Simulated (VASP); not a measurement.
Here is a VASP 6.6.1 calculation.

The input INCAR:

```
SYSTEM = SiC
PREC = Accurate ; ENCUT = 600
EDIFF = 1E-6 ; ISMEAR = 0
SIGMA = 0.02 ; LREAL = .FALSE.
LASPH = .TRUE. ; NELM = 120
ALGO = Normal ; ISIF = 2
LWAVE = .FALSE. ; LCHARG = .TRUE.
GGA = PE ; LELF = .TRUE.
LVHAR = .TRUE. ; NBANDS = 26
GGA_COMPAT = .FALSE.
```

KPOINTS

```
regular mesh
0
G
  10 6 6
  0 0 0
```

POSCAR

```
SiC
1.0
    3.1302445502      0.0000000000      0.0000000000
    0.0000000000      5.0180770378      0.0000000000
    0.0000000000      0.0000000000      5.3516237358
Si C
4 4
Direct
    0.0000000000      0.9989187390      0.3333333333
    0.5000000000      0.9989187390      0.8333333333
    0.5000000000      0.4989187390      0.1666666667
    0.0000000000      0.4989187390      0.6666666667
    0.0000000000      0.6230812610      0.3333333333
    0.5000000000      0.6230812610      0.8333333333
    0.5000000000      0.1230812610      0.1666666667
    0.0000000000      0.1230812610      0.6666666667
```

Potentials or basis: VASP PAW PBE potentials, release 64 (Si, C).

Launch:

```console
$ cat potpaw_PBE.64/Si/POTCAR potpaw_PBE.64/C/POTCAR > POTCAR
$ mpirun -np 1 vasp_std > vasp.out
```

**Question.** What does it give for the pressure?

**Answer.** -0.2 GPa.

**Question.** Predict the band gap on the k mesh.

**Answer.** 2.36 eV.

**Question.** Predict the largest force.

**Answer.** 0.198 eV/Å.

Stress tensor (GPa, compression positive):
```
-6.22  0.00  0.00
 0.00  5.92  0.00
 0.00  0.00 -0.41
```

A k mesh can miss the band edges. As with any semilocal functional, this PBE gap is likely too small.
